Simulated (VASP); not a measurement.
Input of a VASP 6.6.1 run:

File INCAR:

```
SYSTEM = Zr2Br
PREC = Accurate
ENCUT = 520
EDIFF = 1E-6
ISMEAR = 0
SIGMA = 0.1
LREAL = .FALSE.
LASPH = .TRUE.
NELM = 60
ALGO = Normal
ISIF = 2
LWAVE = .FALSE.
LCHARG = .TRUE.
GGA = PE
LELF = .TRUE.
LVHAR = .TRUE.
NBANDS = 22
```

KPOINTS

```
Automatic mesh
0
G
  6 6 6
  0 0 0
```

File POSCAR:

```
Zr2Br
1.0
   -2.3004369972      2.3004369972      3.2368238997
    2.3004369972     -2.3004369972      3.2368238997
    2.3004369972      2.3004369972     -3.2368238997
Zr Br
2 1
Direct
    0.7500000000      0.2500000000      0.5000000000
    0.2500000000      0.7500000000      0.5000000000
    0.5000000000      0.5000000000      0.0000000000
```

Potentials or basis: VASP PAW PBE potentials, release 64 (Zr_sv, Br).

Launch:

```bash
$ cat potpaw_PBE.64/Zr_sv/POTCAR potpaw_PBE.64/Br/POTCAR > POTCAR
$ mpirun -np 1 vasp_std > vasp.out
```

Problem. What does it give for the pressure?

Solution. 0.1 GPa.

Stress tensor (GPa, compression positive):
```
0.03 0.00 0.00
0.00 0.03 0.00
0.00 0.00 0.21
```

Caveat: an odd number of electrons without spin polarisation forces a metal; a magnetic or distorted state may lie lower.
